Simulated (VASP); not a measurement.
# Mg (I4/mmm) in VASP: notebook, part 2 of 2

VASP 6.6.1.

### 4 Single point, PBEsol

This run uses another cell than the first one, of 22.55 Å³/atom.

File INCAR:

```
SYSTEM = Mg
  PREC = Accurate
  ENCUT = 520
  EDIFF = 1E-6
  ISMEAR = 0
  SIGMA = 0.1
  LREAL = .FALSE.
  LASPH = .TRUE.
  NELM = 60
  ALGO = Normal
  ISIF = 2
  LWAVE = .FALSE.
  LCHARG = .FALSE.
  GGA = PS
  NBANDS = 7
```

File KPOINTS:

```
Automatic mesh
0
G
  16 16 16
  0 0 0
```

File POSCAR:

```
Mg
1.0
   -1.8219724261      1.8219724261      1.6980672647
    1.8219724261     -1.8219724261      1.6980672647
    1.8219724261      1.8219724261     -1.6980672647
Mg
1
Direct
    0.0000000000      0.0000000000      0.0000000000
```

Potentials or basis: VASP PAW PBE potentials, release 64 (Mg).

Run with:

```bash
$ cat potpaw_PBE.64/Mg/POTCAR > POTCAR
$ mpirun -np 1 vasp_std > vasp.out
```

OUTCAR:

```text
SYSTEM = Mg
   PREC = Accurate
   ENCUT = 520
   EDIFF = 1E-6
   ISMEAR = 0
   LREAL = .FALSE.
   LASPH = .TRUE.
   NELM = 60
   ISIF = 2
   GGA = PS

 ion  position               nearest neighbor table
   1  0.000  0.000  0.000-

  LATTYP: Found a body centered tetragonal cell.
 ALAT       =     3.6439448522
 C/A-ratio  =     0.9319939426

  Lattice vectors:

 A1 = (  -1.8219724261,   1.8219724261,   1.6980672647)
 A2 = (   1.8219724261,  -1.8219724261,   1.6980672647)
 A3 = (   1.8219724261,   1.8219724261,  -1.6980672647)

Analysis of symmetry for initial positions (statically):
=====================================================================
 Subroutine PRICEL returns:
 Original cell was already a primitive cell.

 Routine SETGRP: Setting up the symmetry group for a
 body centered tetragonal supercell.

 Subroutine GETGRP returns: Found 16 space group operations
 (whereof 16 operations were pure point group operations)
 out of a pool of 16 trial point group operations.

The static configuration has the point symmetry D_4h.

Analysis of symmetry for dynamics (positions and initial velocities):
=====================================================================
 Subroutine PRICEL returns:
 Original cell was already a primitive cell.

 Routine SETGRP: Setting up the symmetry group for a
 body centered tetragonal supercell.

 Subroutine GETGRP returns: Found 16 space group operations
 (whereof 16 operations were pure point group operations)
 out of a pool of 16 trial point group operations.

The dynamic configuration has the point symmetry D_4h.

 Subroutine INISYM returns: Found 16 space group operations
 (whereof 16 operations are pure point group operations),
 and found     1 'primitive' translations

----------------------------------------------------------------------------------------

                                     Primitive cell

  volume of cell :      22.5475

  direct lattice vectors                    reciprocal lattice vectors
    -1.821972426  1.821972426  1.698067265     0.000000000  0.274427863  0.294452411
     1.821972426 -1.821972426  1.698067265     0.274427863  0.000000000  0.294452411
     1.821972426  1.821972426 -1.698067265     0.274427863  0.274427863  0.000000000

  length of vectors
     3.085870943  3.085870943  3.085870943     0.402508229  0.402508229  0.388099606

  position of ions in fractional coordinates (direct lattice)
     0.000000000  0.000000000  0.000000000

  ion indices of the primitive-cell ions
   primitive index   ion index
                 1           1

----------------------------------------------------------------------------------------

 KPOINTS: Automatic mesh

Automatic generation of k-mesh.
 Grid dimensions read from file:
 generate k-points for:   16   16   16

 Generating k-lattice:

  Cartesian coordinates                     Fractional coordinates (reciprocal lattice)
     0.000000000  0.017151741  0.018403276     0.062500000  0.000000000  0.000000000
     0.017151741  0.000000000  0.018403276     0.000000000  0.062500000  0.000000000
     0.017151741  0.017151741  0.000000000     0.000000000  0.000000000  0.062500000

  Length of vectors
     0.025156764  0.025156764  0.024256225

  Shift w.r.t. Gamma in fractional coordinates (k-lattice)
     0.000000000  0.000000000  0.000000000

 Subroutine IBZKPT returns following result:
 ===========================================

 Found    349 irreducible k-points:

 Following reciprocal coordinates:
            Coordinates               Weight
  0.000000  0.000000  0.000000      1.000000
  0.062500  0.000000  0.000000      8.000000
  0.125000  0.000000  0.000000      8.000000
  0.187500  0.000000  0.000000      8.000000
  0.250000  0.000000  0.000000      8.000000
  0.312500  0.000000  0.000000      8.000000
[... 16 lines left out ...]
 -0.125000  0.062500  0.000000     16.000000
 -0.062500  0.062500  0.000000      4.000000
 [... further k-points ...]
   k-points           NKPTS =    349   k-points in BZ     NKDIM =    349   number of bands    NBANDS=      7
   number of dos      NEDOS =    301   number of ions     NIONS =      1
   total plane-waves  NPLWV =  13824
   dimension x,y,z NGX =    24 NGY =   24 NGZ =   24
   dimension x,y,z NGXF=    48 NGYF=   48 NGZF=   48
   ions per type =               1
   NGX,Y,Z   is equivalent  to a cutoff of  12.93, 12.93, 12.93 a.u.
   NGXF,Y,Z  is equivalent  to a cutoff of  25.86, 25.86, 25.86 a.u.
 SYSTEM =  Mg
   PREC   = accura    normal or accurate (medium, high low for compatibility)
   ISTART =      0    job   : 0-new  1-cont  2-samecut
   ICHARG =      2    charge: 1-file 2-atom 10-const
   ISPIN  =      1    spin polarized calculation?
   LNONCOLLINEAR =      F non collinear calculations
   LSORBIT =      F    spin-orbit coupling
   LASPH  =      T    aspherical Exc in radial PAW
   ENCUT  =  520.0 eV  38.22 Ry    6.18 a.u.   5.74  5.74  5.74*2*pi/ulx,y,z
   NELM   =     60;   NELMIN=  2; NELMDL= -5     # of ELM steps
   EDIFF  = 0.1E-05   stopping-criterion for ELM
   LREAL  =      F    real-space projection
   EDIFFG = 0.1E-04   stopping-criterion for IOM
   NSW    =      0    number of steps for IOM
   IBRION =     -1    ionic relax: 0-MD 1-quasi-New 2-CG
   NFREE  =      0    steps in history (QN), initial steepest desc. (CG)
   ISIF   =      2    stress and relaxation
   ISYM   =      2    0-nonsym 1-usesym 2-fastsym
   POTIM  = 0.5000    time-step for ionic-motion
   TEBEG  =    0.0;   TEEND  =   0.0 temperature during run
   PSTRESS=    0.0 pullay stress
   NELECT =       2.0000    total number of electrons
   NUPDOWN=      -1.0000    fix difference up-down
   EMIN   =  10.00;   EMAX   =-10.00  energy-range for DOS
   EFERMI =   0.00;   METHOD = LEGACY
   ISMEAR =     0;   SIGMA  =   0.10  broadening in eV -4-tet -1-fermi 0-gaus
   EFERMI_NEDOS =   21; number of points for ismear=-14 and -15
   IALGO  =     38    algorithm
   IMIX   =      4    mixing-type and parameters
     AMIX     =   0.40;   BMIX     =  1.00
     AMIX_MAG =   1.60;   BMIX_MAG =  1.00
  volume/ion in A,a.u.               =      22.55       152.16
  Fermi-wavevector in a.u.,A,eV,Ry     =   0.730105  1.379698  7.252631  0.533053
  Thomas-Fermi vector in A             =   1.821992
   LORBIT       =      0    0 simple, 1 ext, 2 COOP (PROOUT), +10 PAW based schemes
   GGA     = PS    functional components
   LHFCALC =     F    Hartree Fock is set to
   AEXX    =    0.0000 exact exchange contribution
   IVDW    =     0    specifies the selected vdW correction
   LEPSILON=     F    determine dielectric tensor
   LRPA    =     F    only Hartree local field effects (RPA)
 non-spin polarized calculation
 Gauss-broadening in eV      SIGMA  =   0.10
  energy-cutoff  :      520.00
  volume of cell :       22.55
 maximum number of plane-waves:       622
   NGX = 11   NGY = 11   NGZ = 11

 number of electron       2.0000000 magnetization

 Free energy of the ion-electron system (eV)
  ---------------------------------------------------
  ext. energy  EPLUGINS =         0.00000000
  ---------------------------------------------------
  free energy    TOTEN  =        -1.69650513 eV

  energy without entropy =       -1.69465694  energy(sigma->0) =       -1.69558103

 E-fermi :   2.7543     XC(G=0):  -8.5927

 val. band max:        2.7468889752   @ k =   0.3125   0.3125   0.1250
 cond. band min:       2.7555225765   @ k =   0.3125   0.1875   0.1875
 fundamental gap:      0.0086336013
 Fermi energy:         2.7542671059

 k-point     1 :       0.0000    0.0000    0.0000
  band No.  band energies     occupation
      1      -4.3179      2.00000
      2      14.9071      0.00000
      3      16.3619      0.00000
      4      16.3619      0.00000
      5      17.0760      0.00000
      6      17.3625      0.00000
      7      17.3625      0.00000

 k-point     2 :       0.0625    0.0000    0.0000
  band No.  band energies     occupation
      1      -4.2224      2.00000
      2      14.4683      0.00000
      3      15.2070      0.00000
      4      15.8135      0.00000
      5      16.2156      0.00000
      6      17.7569      0.00000
      7      17.9678      0.00000
[... 201 lines left out ...]
 k-point    23 :      -0.1250    0.0625    0.0000
  band No.  band energies     occupation
      1      -4.0451      2.00000
      2      12.9052      0.00000
      3      14.3121      0.00000
      4      15.3585      0.00000
      5      15.9417      0.00000
      6      17.5584      0.00000
      7      18.1802      0.00000

 k-point    24 :      -0.0625    0.0625    0.0000
  band No.  band energies     occupation
      1      -4.2291      2.00000
      2      13.8572      0.00000
      3      15.9509      0.00000
      4      15.9748      0.00000
      5      16.3738      0.00000
      6      17.3713      0.00000
      7      17.8728      0.00000

 [... further k-points ...]
[... 5 lines left out ...]
  --------------------------------------------------------------------------------------
  -------------------------------------------------------------------------------------
  Total       -0.0104931     -0.0104931     -0.0126860      0.0000000     -0.0000000      0.0000000
  in kB       -0.7456204     -0.7456204     -0.9014380      0.0000000     -0.0000000      0.0000000
  external PRESSURE =      -0.7975596 kB  Pullay stress =       0.0000000 kB

 VOLUME and BASIS-vectors are now :
 -----------------------------------------------------------------------------
  energy-cutoff  :      520.00
  volume of cell :       22.55
      direct lattice vectors                 reciprocal lattice vectors
    -1.821972426  1.821972426  1.698067265     0.000000000  0.274427863  0.294452411
     1.821972426 -1.821972426  1.698067265     0.274427863  0.000000000  0.294452411
     1.821972426  1.821972426 -1.698067265     0.274427863  0.274427863  0.000000000

 POSITION                                       TOTAL-FORCE (eV/Angst)
 -----------------------------------------------------------------------------------
      0.00000      0.00000      0.00000         0.000000     -0.000000      0.000000
 -----------------------------------------------------------------------------------
    total drift:                                0.000000     -0.000000     -0.000000

  FREE ENERGIE OF THE ION-ELECTRON SYSTEM (eV)
  ---------------------------------------------------
  free  energy   TOTEN  =        -1.6965051339 eV

  energy  without entropy=       -1.6946569358  energy(sigma->0) =       -1.69558103
```

OSZICAR:

```text
N       E                     dE             d eps       ncg     rms          rms(c)
DAV:   1    -0.105682963932E+01   -0.10568E+01   -0.81508E+02  5257   0.196E+02
DAV:   2    -0.170551048253E+01   -0.64868E+00   -0.63022E+00  6433   0.111E+01
DAV:   3    -0.170791545886E+01   -0.24050E-02   -0.24045E-02  6146   0.761E-01
DAV:   4    -0.170792014739E+01   -0.46885E-05   -0.46884E-05  6909   0.254E-02
DAV:   5    -0.170792015947E+01   -0.12084E-07   -0.12063E-07  6272   0.920E-04    0.678E-01
DAV:   6    -0.170184774549E+01    0.60724E-02   -0.34717E-04  5376   0.103E-01    0.432E-01
DAV:   7    -0.169650048820E+01    0.53473E-02   -0.15029E-03  5194   0.190E-01    0.228E-02
DAV:   8    -0.169650507370E+01   -0.45855E-05   -0.11719E-05  7231   0.201E-02    0.525E-03
DAV:   9    -0.169650513388E+01   -0.60185E-07   -0.53605E-07  5236   0.280E-03
   1 F= -.16965051E+01 E0= -.16955810E+01  d E =-.184820E-02
```

It took 37 s on 1 thread of Intel Xeon 8259CL, shared host; peak memory 0.18 GiB.

What came out:

```yaml
Free_energy: -1.6965 eV
Pressure: -0.1 GPa
Band_gap_on_the_k_mesh: zero (bands 1 and 2 overlap by 4.60 eV)
```

Levels at points of the mesh, in eV from the Fermi level:
| k point | band 1 | band 2 | band 3 | band 4 |
| --- | --- | --- | --- | --- |
| (0.00, 0.00, 0.00) | -7.07 | 12.15 | 13.61 | 13.61 |
| (0.50, 0.00, 0.00) | -1.45 | -0.78 | 8.25 | 9.05 |
| (0.50, 0.50, 0.00) | -1.77 | -1.29 | 9.52 | 10.26 |
| (0.50, 0.50, 0.50) | 3.31 | 3.31 | 3.62 | 4.13 |

Caveat: the PAW data sets were made with another functional, which shifts forces and pressure a little.

### 5 Single point, PBEsol

This run uses another cell than the first one, of 23.19 Å³/atom.

File INCAR:

```
SYSTEM = Mg
ALGO = Fast
EDIFF = 1E-7
ENCUT = 520
GGA = PS
ISIF = 2
ISMEAR = 0
LASPH = .True.
LCHARG = .True.
LELF = .True.
LREAL = .False.
LVHAR = .True.
LWAVE = .False.
NBANDS = 7
NELM = 80
PREC = Accurate
SIGMA = 0.1
```

File KPOINTS:

```
k-points
0
Gamma
  16 16 16
  0 0 0
```

File POSCAR:

```
Mg
1.0
   -1.8400949349      1.8400949349      1.7125244164
    1.8400949349     -1.8400949349      1.7125244164
    1.8400949349      1.8400949349     -1.7125244164
Mg
1
Direct
    0.0000000000      0.0000000000      0.0000000000
```

Run with:

```bash
$ cat potpaw_PBE.64/Mg/POTCAR > POTCAR
$ mpirun -np 1 vasp_std > vasp.out
```

Wall time 42 s (1 thread of Intel Xeon 8259CL, shared host); peak memory 0.18 GiB.

Results (log left out):

* Free energy: -1.6942 eV
* Pressure: -1.1 GPa
* Band gap on the k mesh: zero (bands 1 and 2 overlap by 4.53 eV)

Levels at points of the mesh, in eV from the Fermi level:
| k point | band 1 | band 2 | band 3 | band 4 |
| --- | --- | --- | --- | --- |
| (0.00, 0.00, 0.00) | -6.95 | 11.96 | 13.42 | 13.42 |
| (0.50, 0.00, 0.00) | -1.41 | -0.78 | 8.14 | 8.83 |
| (0.50, 0.50, 0.00) | -1.72 | -1.30 | 9.42 | 10.04 |
| (0.50, 0.50, 0.50) | 3.23 | 3.23 | 3.61 | 4.10 |

Caveat: the PAW data sets were made with another functional, which shifts forces and pressure a little.

### 6 Relaxation of cell and atoms, PBEsol, target pressure 4 GPa, at which the enthalpy is minimised

This run uses another cell than the first one, of 20.51 Å³/atom.

File INCAR:

```
SYSTEM = Mg
PREC = Accurate ; ENCUT = 600
EDIFF = 1E-6 ; ISMEAR = 0
SIGMA = 0.1 ; LREAL = .False.
LASPH = .True. ; NELM = 80
ALGO = Fast ; ISIF = 3
LWAVE = .False. ; LCHARG = .False.
GGA = PS ; IBRION = 2
NSW = 70 ; EDIFFG = -0.008
PSTRESS = 40.0
```

File KPOINTS:

```
regular mesh
0
Gamma
  16 16 16
  0 0 0
```

File POSCAR:

```
Mg
1.0
   -1.7650218922      1.7650218922      1.6460034705
    1.7650218922     -1.7650218922      1.6460034705
    1.7650218922      1.7650218922     -1.6460034705
Mg
1
Direct
    0.0000000000      0.0000000000      0.0000000000
```

Potentials or basis: VASP PAW PBE potentials, release 64 (Mg).

Run with:

```bash
$ cat potpaw_PBE.64/Mg/POTCAR > POTCAR
$ mpirun -np 1 vasp_std > vasp.out
```

OUTCAR:

```text
SYSTEM = Mg
   PREC = Accurate
   ENCUT = 600
   EDIFF = 1E-6
   ISMEAR = 0
   LREAL = .False.
   LASPH = .True.
   NELM = 80
   ISIF = 3
   GGA = PS
   IBRION = 2
   NSW = 70
   EDIFFG = -0.008
   PSTRESS = 40.0

 ion  position               nearest neighbor table
   1  0.000  0.000  0.000-

  LATTYP: Found a body centered tetragonal cell.
 ALAT       =     3.5300437844
 C/A-ratio  =     0.9325683028

  Lattice vectors:

 A1 = (  -1.7650218922,   1.7650218922,   1.6460034705)
 A2 = (   1.7650218922,  -1.7650218922,   1.6460034705)
 A3 = (   1.7650218922,   1.7650218922,  -1.6460034705)

Analysis of symmetry for initial positions (statically):
=====================================================================
 Subroutine PRICEL returns:
[... 320 lines left out ...]

 Free energy of the ion-electron system (eV)
  ---------------------------------------------------
  ext. energy  EPLUGINS =         0.00000000
  ---------------------------------------------------
  free energy    TOTEN  =        -1.67395784 eV

  energy without entropy =       -1.67220385  energy(sigma->0) =       -1.67308084

 E-fermi :   3.2519     XC(G=0):  -8.8916

 val. band max:        3.2423810592   @ k =  -0.4375   0.4375   0.0000
 cond. band min:       3.2736106854   @ k =   0.3750   0.1875   0.0625
 fundamental gap:      0.0312296262
 Fermi energy:         3.2518701583

 k-point     1 :       0.0000    0.0000    0.0000
  band No.  band energies     occupation
      1      -4.2237      2.00000
      2      16.1030      0.00000
      3      17.4777      0.00000
      4      17.4777      0.00000
      5      18.3772      0.00000
[... 177 lines left out ...]
 k-point    24 :      -0.0625    0.0625    0.0000
  band No.  band energies     occupation
      1      -4.1287      2.00000
      2      15.0521      0.00000
      3      17.0283      0.00000
      4      17.1495      0.00000
      5      17.6388      0.00000

 [... further k-points ...]
[... 5 lines left out ...]
  --------------------------------------------------------------------------------------
  -------------------------------------------------------------------------------------
  Total        0.5131672      0.5131672      0.5151115      0.0000000     -0.0000000      0.0000000
  in kB       40.0159548     40.0159548     40.1675673      0.0000000     -0.0000000      0.0000000
  external PRESSURE =       0.0664923 kB  Pullay stress =      40.0000000 kB
[... 20 lines left out ...]
  energy  without entropy=       -1.6722038481  energy(sigma->0) =       -1.67308084

  enthalpy is  TOTEN    =        -1.1609952505 eV   P V=        0.5129625908

 reached required accuracy - stopping structural energy minimisation
```

OSZICAR:

```text
N       E                     dE             d eps       ncg     rms          rms(c)
DAV:   1    -0.614185131234E+00   -0.61419E+00   -0.88346E+02  3745   0.313E+02
DAV:   2    -0.167946284934E+01   -0.10653E+01   -0.10002E+01  4435   0.180E+01
DAV:   3    -0.168488437936E+01   -0.54215E-02   -0.54141E-02  4820   0.157E+00
DAV:   4    -0.168489510166E+01   -0.10722E-04   -0.10722E-04  4815   0.511E-02
[... 16 lines left out ...]
RMM:   2    -0.167449474983E+01    0.30824E-08   -0.30813E-07  2237   0.409E-03
   4 F= -.11609761E+01 E0= -.11601418E+01  d E =-.193681E-04
       N       E                     dE             d eps       ncg     rms          rms(c)
DAV:   1    -0.167395794582E+01    0.53681E-03   -0.32914E-04  4815   0.887E-02    0.524E-03
RMM:   2    -0.167395784131E+01    0.10451E-06   -0.15522E-06  2902   0.908E-03
   5 F= -.11609953E+01 E0= -.11601183E+01  d E =-.384832E-04
```

CONTCAR:

```text
Mg
   1.00000000000000
    -1.7618258791540542    1.7618258791540542    1.6548183344478162
     1.7618258791540542   -1.7618258791540542    1.6548183344478162
     1.7618258791540542    1.7618258791540542   -1.6548183344478162
  Mg
     1
Direct
     0.0000000000000000    1.0000000000000000    1.0000000000000000

  0.00000000E+00  0.00000000E+00  0.00000000E+00
```

Wall time 53 s (1 thread of Intel Xeon 8259CL, shared host); peak memory 0.19 GiB.

Results:

```yaml
Free_energy: -1.6740 eV
Relaxed_volume: 20.55 Å³/atom
Relaxed_cell: a = 2.991 Å, b = 2.991 Å, c = 2.991 Å, α = 107.82°, β = 107.82°, γ = 112.82°
Space_group_after_relaxing_to_0.1_Å: I4/mmm (No. 139)
Energy_change_on_relaxing_the_run_minimises_the_enthalpy: -1.0 meV/atom
Ionic_steps: 5
Pressure_after_relaxing: 4.0 GPa
Band_gap_on_the_k_mesh: zero (bands 1 and 2 overlap by 4.88 eV)
```

The path:
```tsv
step	energy change (eV)	largest force (eV/Å)	pressure (GPa)	volume (Å³)
1	0.0000	0.0000	4.11	20.51
2	-0.0011	0.0000	4.00	20.55
3	-0.0017	0.0000	3.94	20.58
4	-0.0015	0.0000	3.96	20.57
5	-0.0010	0.0000	4.01	20.55
```

Final structure:
```cif
data_structure
_symmetry_space_group_name_H-M 'P 1'
_symmetry_Int_Tables_number 1
_cell_length_a 2.9911
_cell_length_b 2.9911
_cell_length_c 2.9911
_cell_angle_alpha 107.824
_cell_angle_beta 107.824
_cell_angle_gamma 112.819
_cell_volume 20.55
loop_
_atom_site_label
_atom_site_type_symbol
_atom_site_fract_x
_atom_site_fract_y
_atom_site_fract_z
_atom_site_occupancy
Mg1 Mg 0.00000 0.00000 0.00000 1
```

Caveat: the cell is relaxed towards a set pressure, so the run minimises the enthalpy, not the energy; the PAW data sets were made with another functional, which shifts forces and pressure a little.

### 7 Summary

```csv
task,cell,cutoff (eV),gap on the mesh (eV),pressure (GPa)
single point,"a = 2.992 Å, angles 107.7, 107.7, 113.1°, 1 atom",520,none,4.0
single point,"a = 3.058 Å, angles 107.6, 107.6, 113.2°, 1 atom",520,none,1.0
single point,"a = 3.086 Å, angles 107.6, 107.6, 113.2°, 1 atom",520,none,-0.1
single point,"a = 3.115 Å, angles 107.6, 107.6, 113.3°, 1 atom",520,none,-1.1
relaxation of cell and atoms,"relaxed to 4 GPa from a = 2.990 Å, angles 107.6, 107.6, 113.2°, 1 atom",600,none,4.0
```

Alike in all rows: level PBEsol; potentials or basis VASP PAW PBE potentials, release 64 (Mg); no spin polarisation; k mesh 16 × 16 × 16; smearing gaussian 0.1 eV.

Caveats: the PAW data sets were made with another functional, which shifts forces and pressure a little; the cell stands under pressure (at least some runs); the cell is relaxed towards a set pressure, so the run minimises the enthalpy, not the energy (at least some runs).

Total energies depend on the potentials used, so only differences within one code and one set of settings carry meaning.
